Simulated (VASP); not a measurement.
# SiC (NiAs type) (P6_3/mmc) in VASP: notebook, part 2 of 2

VASP 6.6.1. Earlier steps stand in the parts before.

### 4 Single point, PBE

This run uses another cell than the first one, of 5.77 Å³/atom, 1.104 times its volume.

The input, INCAR:

```
SYSTEM = SiC
ALGO = Normal
EDIFF = 1E-6
ENCUT = 520
GGA = PE
ISIF = 2
ISMEAR = -1
LASPH = .True.
LCHARG = .True.
LELF = .True.
LREAL = .False.
LVHAR = .True.
LWAVE = .False.
NBANDS = 16
NELM = 80
PREC = Accurate
SIGMA = 0.05
```

The input, KPOINTS:

```
k-points
0
Gamma
  14 14 8
  0 0 0
```

The input, POSCAR:

```
SiC
1.0
    2.7681636706      0.0000000000      0.0000000000
   -1.3840818353      2.3973000606      0.0000000000
    0.0000000000      0.0000000000      3.4790400891
Si C
2 2
Direct
    0.3333333333      0.6666666667     -0.0619997897
    0.6666666667      0.3333333333      0.4380002103
    0.3333333333      0.6666666667      0.4379997897
    0.6666666667      0.3333333333      0.9379997897
```

Potentials or basis: VASP PAW PBE potentials, release 64 (Si, C).

Command:

```bash
$ cat potpaw_PBE.64/Si/POTCAR potpaw_PBE.64/C/POTCAR > POTCAR
$ mpirun -np 1 vasp_std > vasp.out
```

OUTCAR:

```text
SYSTEM = SiC
   EDIFF = 1E-6
   ENCUT = 520
   GGA = PE
   ISIF = 2
   ISMEAR = -1
   LASPH = .True.
   LREAL = .False.
   NELM = 80
   PREC = Accurate

 ion  position               nearest neighbor table
   1  0.333  0.667  0.938-   4 1.60   4 1.60   4 1.60   3 1.74   3 1.74   2 2.36   2 2.36   2 2.36
                             2 2.36   2 2.36   2 2.36
   2  0.667  0.333  0.438-   3 1.60   3 1.60   3 1.60   4 1.74   4 1.74   1 2.36   1 2.36   1 2.36
                             1 2.36   1 2.36   1 2.36
   3  0.333  0.667  0.438-   2 1.60   2 1.60   2 1.60   1 1.74   1 1.74
   4  0.667  0.333  0.938-   1 1.60   1 1.60   1 1.60   2 1.74   2 1.74

  LATTYP: Found a hexagonal cell.
 ALAT       =     2.7681636706
 C/A-ratio  =     1.2568043306

  Lattice vectors:

 A1 = (   2.7681636706,   0.0000000000,   0.0000000000)
 A2 = (  -1.3840818353,   2.3973000606,   0.0000000000)
 A3 = (   0.0000000000,   0.0000000000,   3.4790400891)

Analysis of symmetry for initial positions (statically):
=====================================================================
 Subroutine PRICEL returns:
 Original cell was already a primitive cell.

 Routine SETGRP: Setting up the symmetry group for a
 hexagonal supercell.

 Subroutine GETGRP returns: Found 24 space group operations
 (whereof  6 operations were pure point group operations)
 out of a pool of 24 trial point group operations.

The static configuration has the point symmetry C_3v.
 The point group associated with its full space group is D_6h.

Analysis of symmetry for dynamics (positions and initial velocities):
=====================================================================
 Subroutine PRICEL returns:
 Original cell was already a primitive cell.

 Routine SETGRP: Setting up the symmetry group for a
 hexagonal supercell.

 Subroutine GETGRP returns: Found 24 space group operations
 (whereof  6 operations were pure point group operations)
 out of a pool of 24 trial point group operations.

[... 127 lines left out ...]
  Fermi-wavevector in a.u.,A,eV,Ry     =   1.448739  2.737721 28.556534  2.098846
  Thomas-Fermi vector in A             =   2.566546
   LORBIT       =      0    0 simple, 1 ext, 2 COOP (PROOUT), +10 PAW based schemes
   GGA     = PE    functional components
   LHFCALC =     F    Hartree Fock is set to
   AEXX    =    0.0000 exact exchange contribution
   IVDW    =     0    specifies the selected vdW correction
   LEPSILON=     F    determine dielectric tensor
   LRPA    =     F    only Hartree local field effects (RPA)
 non-spin polarized calculation
  energy-cutoff  :      520.00
  volume of cell :       23.09
 maximum number of plane-waves:       631
 NGX is ok and might be reduce to    24
   NGX = 11   NGY = 11   NGZ = 13

 number of electron      15.9999999 magnetization

 Free energy of the ion-electron system (eV)
  ---------------------------------------------------
  ext. energy  EPLUGINS =         0.00000000
  ---------------------------------------------------
  free energy    TOTEN  =       -17.23784775 eV

  energy without entropy =      -17.23715892  energy(sigma->0) =      -17.23750333

 E-fermi :  19.0816     XC(G=0): -14.1274

 val. band max:       19.0649144022   @ k =   0.0714   0.0000   0.0000
 cond. band min:      19.1217881681   @ k =   0.4286   0.0000   0.0000
 fundamental gap:      0.0568737659
 Fermi energy:        19.0816450128

 k-point     1 :       0.0000    0.0000    0.0000
  band No.  band energies     occupation
      1      -4.7780      2.00000
      2       4.7414      2.00000
      3       5.6718      2.00000
      4      11.9431      2.00000
      5      11.9431      2.00000
      6      15.5395      2.00000
[... 433 lines left out ...]
      3       5.0433      2.00000
      4       9.7830      2.00000
      5      10.6790      2.00000
      6      11.8456      2.00000
[... 8 lines left out ...]
     15      35.9124      0.00000
     16      35.9489      0.00000

 [... further k-points ...]

------------------------ aborting loop because EDIFF is reached ----------------------------------------

  FORCE on cell =-STRESS in cart. coord.  units (eV):
  Direction    XX          YY          ZZ          XY          YZ          ZX
  --------------------------------------------------------------------------------------
  -------------------------------------------------------------------------------------
  Total       45.9648840     45.9648840     46.0596415      0.0000000      0.0000000      0.0000000
  in kB     3189.7978204   3189.7978205   3196.3736516      0.0000000      0.0000000      0.0000000
  external PRESSURE =    3191.9897642 kB  Pullay stress =       0.0000000 kB

 VOLUME and BASIS-vectors are now :
 -----------------------------------------------------------------------------
  energy-cutoff  :      520.00
  volume of cell :       23.09
      direct lattice vectors                 reciprocal lattice vectors
     2.768163671  0.000000000  0.000000000     0.361250316  0.208567967  0.000000000
    -1.384081835  2.397300061  0.000000000     0.000000000  0.417135934  0.000000000
     0.000000000  0.000000000  3.479040089     0.000000000  0.000000000  0.287435607

 POSITION                                       TOTAL-FORCE (eV/Angst)
 -----------------------------------------------------------------------------------
     -0.00000      1.59820      3.26334         0.000000     -0.000000     -0.000000
      1.38408      0.79910      1.52382        -0.000000      0.000000     -0.000000
     -0.00000      1.59820      1.52382        -0.000000     -0.000000     -0.000000
      1.38408      0.79910      3.26334         0.000000     -0.000000      0.000000
 -----------------------------------------------------------------------------------
    total drift:                               -0.000000      0.000000      0.000977

  FREE ENERGIE OF THE ION-ELECTRON SYSTEM (eV)
  ---------------------------------------------------
  free  energy   TOTEN  =       -17.2378477454 eV

  energy  without entropy=      -17.2371589207  energy(sigma->0) =      -17.23750333
```

Wall time 30 s (1 thread of Intel Xeon Platinum 8259CL at 2.50GHz (Skylake/Cascade Lake), shared host); peak memory 0.16 GiB.

Results:

```yaml
Free_energy: -17.2378 eV
Pressure: 319.2 GPa
Band_gap_on_the_k_mesh: zero (band 8 reaches 19.47 eV, above the bottom of band 9 at 18.92 eV)
```

Stress tensor (GPa, compression positive):
```
318.98   0.00   0.00
  0.00 318.98   0.00
  0.00   0.00 319.64
```

### 5 Single point, PBE

This run uses another cell than the first one, of 5.77 Å³/atom, 1.104 times its volume.

The input, INCAR:

```
PREC     = Accurate       # precision mode
ENCUT    = 520            # plane-wave cutoff, eV
EDIFF    = 1E-6           # SCF threshold, eV
ISMEAR   = -1             # smearing method
SIGMA    = 0.05           # smearing width, eV
LREAL    = F              # projectors in reciprocal space
LASPH    = T              # aspherical terms in the spheres
NELM     = 60             # most SCF steps
ALGO     = Normal         # electronic algorithm
ISIF     = 2              # what is computed and relaxed
LWAVE    = F              # write WAVECAR
LCHARG   = T              # write CHGCAR
GGA      = PE             # functional
LELF     = T              # ELF
LVHAR    = T            
NBANDS   = 16             # bands
```

The input, KPOINTS:

```
regular mesh
0
Gamma
  14 14 8
```

POSCAR is that of step 4.

Command:

```bash
$ cat potpaw_PBE.64/Si/POTCAR potpaw_PBE.64/C/POTCAR > POTCAR
$ mpirun -np 1 vasp_std > vasp.out
```

Wall time 30 s (1 thread of Intel Xeon Platinum 8259CL at 2.50GHz (Skylake/Cascade Lake), shared host); peak memory 0.16 GiB.

Results (log left out):

* Free energy: -17.2378 eV
* Pressure: 319.2 GPa
* Band gap on the k mesh: zero (band 8 reaches 19.47 eV, above the bottom of band 9 at 18.92 eV)

Stress tensor (GPa, compression positive):
```
318.98   0.00   0.00
  0.00 318.98   0.00
  0.00   0.00 319.64
```

Levels at points of the mesh, in eV from the Fermi level:
```
           k point  band 6  band 7  band 8  band 9  band 10  band 11
(0.00, 0.00, 0.00)   -3.54   -3.54    0.39    3.74     5.70     5.70
(0.50, 0.00, 0.00)   -7.55   -7.52   -2.75   -0.16     5.35     5.98
(0.00, 0.00, 0.50)   -5.47   -4.45   -4.45    5.29     5.29     5.29
(0.50, 0.00, 0.50)   -7.33   -3.83   -3.83    4.20     4.20     8.93
```
